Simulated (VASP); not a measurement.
**Mo8P9 (a cell with a defect): single point with PBE**

The system is Mo8P9 (a cell with a defect).

```
Mo P
1.0
     0.00000    0.00000   -6.39045
     6.48209    0.00000    0.00000
    -3.24104   -5.61365    0.00000
Mo P
8 9
Direct
  0.51246 0.52639 0.99921
  0.00560 0.49442 0.02727
  0.50284 0.98661 0.99837
  0.91808 0.79669 0.87274
  0.50676 0.52833 0.52392
  0.01267 0.49289 0.45758
  0.48559 0.04273 0.51616
  0.00449 0.02345 0.52279
  0.24591 0.83374 0.17860
  0.74530 0.85188 0.21051
  0.30318 0.35231 0.16635
  0.72829 0.33469 0.16678
  0.24329 0.85035 0.68769
  0.71435 0.86689 0.64246
  0.24045 0.37261 0.68775
  0.76930 0.36021 0.67852
  0.06148 0.11910 0.16319
```

| Item | Value |
| --- | --- |
| Program | VASP 6.6.1 |
| Task | single point |
| Functional | PBE |
| Potentials or basis | VASP PAW PBE potentials, release 64 (Mo_sv, P) |
| Cutoff | 520 eV |
| k mesh | 4 × 4 × 4 |
| Occupations | gaussian, width 0.1 eV |
| Spin | no spin polarisation |

| Property | Result |
| --- | --- |
| Pressure | 20.8 GPa |
| Largest force | 0.760 eV/Å |
| Band gap on the k mesh | zero (an odd number of electrons rules out a gap without spin polarisation) |

Forces in eV/Å, atoms in the order of the input:
```
Mo  -0.022 -0.019  0.009
Mo   0.090  0.031  0.096
Mo   0.004 -0.048  0.053
Mo   0.351  0.172  0.062
Mo   0.006  0.071  0.011
Mo   0.012  0.059 -0.028
Mo   0.080  0.115  0.008
Mo  -0.043 -0.118  0.008
P   -0.052 -0.024  0.049
P   -0.035  0.128 -0.183
P    0.026  0.049  0.127
P   -0.079  0.058 -0.089
P    0.015  0.010 -0.065
P    0.066  0.072  0.195
P    0.032 -0.047 -0.011
P    0.062 -0.024  0.041
P   -0.512 -0.486 -0.282
```

Stress tensor (GPa, compression positive):
```
19.13  0.03  2.29
 0.03 25.98  1.72
 2.29  1.72 17.30
```

Levels at points of the mesh, in eV from the Fermi level:
```csv
k point,band 74,band 75,band 76,band 77,band 78,band 79,band 80,band 81,band 82,band 83
"(0.00, 0.00, 0.00)",-0.97,-0.73,-0.42,-0.18,0.01,0.04,0.20,0.90,0.92,1.17
"(0.50, 0.00, 0.00)",-1.22,-0.92,-0.72,-0.47,-0.29,0.14,0.32,0.41,0.52,0.77
"(0.00, 0.50, 0.00)",-1.26,-0.95,-0.81,-0.60,-0.41,-0.26,0.01,0.36,0.65,0.86
"(0.00, 0.00, 0.50)",-1.26,-1.08,-0.86,-0.81,-0.64,-0.32,0.19,0.48,0.57,0.68
"(0.00, 0.50, 0.50)",-1.04,-0.89,-0.77,-0.59,-0.26,-0.11,0.16,0.52,0.58,0.89
"(0.50, 0.50, 0.00)",-1.18,-1.06,-0.75,-0.61,-0.46,-0.07,0.37,0.55,0.63,0.84
"(0.50, 0.00, 0.50)",-1.48,-1.06,-1.04,-0.49,-0.06,0.03,0.51,0.54,0.75,0.99
"(0.50, 0.50, 0.50)",-1.16,-1.06,-0.67,-0.60,-0.34,0.04,0.31,0.50,0.57,0.76
```

Wall time 12 min on 1 thread of Intel(R) Xeon(R) 6975P-C (Granite Rapids), with other jobs on the host, peak memory 0.61 GiB.
